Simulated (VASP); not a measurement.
A run of VASP 6.6.1 is set up as follows.

Contents of INCAR:

```
PREC = Accurate
ENCUT = 520
EDIFF = 1E-6
ISMEAR = 1
SIGMA = 0.3
LREAL = F
LASPH = T
NELM = 80
ALGO = Normal
ISIF = 2
LWAVE = F
LCHARG = T
GGA = PE
LELF = T
LVHAR = T
NBANDS = 18
```

The input KPOINTS:

```
regular mesh
0
Gamma
  11 11 6
```

POSCAR

```
Sc
1.0
    3.3193628924      0.0000000000      0.0000000000
   -1.6596814462      2.8746525892      0.0000000000
    0.0000000000      0.0000000000      5.1842605006
Sc
2
Direct
    0.3333333333      0.6666666667      0.2500000000
    0.6666666667      0.3333333333      0.7500000000
```

Potentials or basis: VASP PAW PBE potentials, release 64 (Sc_sv).

Launch:

```sh
$ cat potpaw_PBE.64/Sc_sv/POTCAR > POTCAR
$ mpirun -np 1 vasp_std > vasp.out
```

(1) What does it give for the band gap on the k mesh?

(2) What does it give for the pressure?

Results:

(1) zero (bands 11 and 12 overlap by 1.46 eV).

(2) -0.2 GPa.

Caveat: so wide a smearing shifts energies and pressures.
